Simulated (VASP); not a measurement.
Write the native input for VASP 6.6.1 that does the following.

```yaml
Task: density of states
Functional: revPBE
Potentials_or_basis: VASP PAW PBE potentials, release 64 (Si, Be)
Cutoff: 520 eV
k_mesh: 5 × 5 × 5
Occupations: fermi-dirac, width 0.05 eV
Spin: no spin polarisation
Dipole_correction: no
k_mesh_for_the_DOS: 8 × 8 × 8
Occupations_for_the_DOS: tetrahedron
Further_INCAR_settings: ALGO = Normal; EDIFF = 1e-06
```

The system is Be2Si.

```
Si Be
1.0
     0.00000    2.64000    2.64000
     2.64000    0.00000    2.64000
     2.64000    2.64000    0.00000
Si Be
1 2
Direct
  0.00000 0.00000 0.00000
  0.25000 0.25000 0.25000
  0.75000 0.75000 0.75000
```

The input as run:

POSCAR

```
Be2Si
1.0
    0.0000000000      2.6400000000      2.6400000000
    2.6400000000      0.0000000000      2.6400000000
    2.6400000000      2.6400000000      0.0000000000
Si Be
1 2
Direct
    0.0000000000      0.0000000000      0.0000000000
    0.2500000000      0.2500000000      0.2500000000
    0.7500000000      0.7500000000      0.7500000000
```

INCAR.step1

```
PREC = Accurate ; ENCUT = 520
EDIFF = 1E-6 ; ISMEAR = -1
SIGMA = 0.05 ; LREAL = F
LASPH = T ; NELM = 80
ALGO = Normal ; ISIF = 2
LWAVE = F ; LCHARG = T
GGA = RE ; NBANDS = 11
```

KPOINTS.step1

```
regular mesh
0
Gamma
  5 5 5
```

INCAR.step2

```
PREC = Accurate ; ENCUT = 520
EDIFF = 1E-6 ; ISMEAR = -5
SIGMA = 0.05 ; LREAL = F
LASPH = T ; NELM = 80
ALGO = Normal ; ISIF = 2
LWAVE = F ; LCHARG = F
GGA = RE ; LORBIT = 10
NEDOS = 1001 ; ICHARG = 11
```

KPOINTS.step2

```
regular mesh
0
Gamma
  8 8 8
```

Potentials or basis: VASP PAW PBE potentials, release 64 (Si, Be).

Run with:

```sh
$ cat potpaw_PBE.64/Si/POTCAR potpaw_PBE.64/Be/POTCAR > POTCAR
$ cp INCAR.step1 INCAR
$ cp KPOINTS.step1 KPOINTS
$ mpirun -np 1 vasp_std > vasp.out
$ cp INCAR.step2 INCAR
$ cp KPOINTS.step2 KPOINTS
$ mpirun -np 1 vasp_std > vasp.out
```

It gave:

The valence electrons inside the program's atomic spheres are Si 1.80; Be 0.99.

Caveat: the k points lie up to 0.41 Å⁻¹ apart.

Run time: 20 s on 1 thread of Intel Xeon 6975P-C (shared host), peak memory 0.14 GiB.
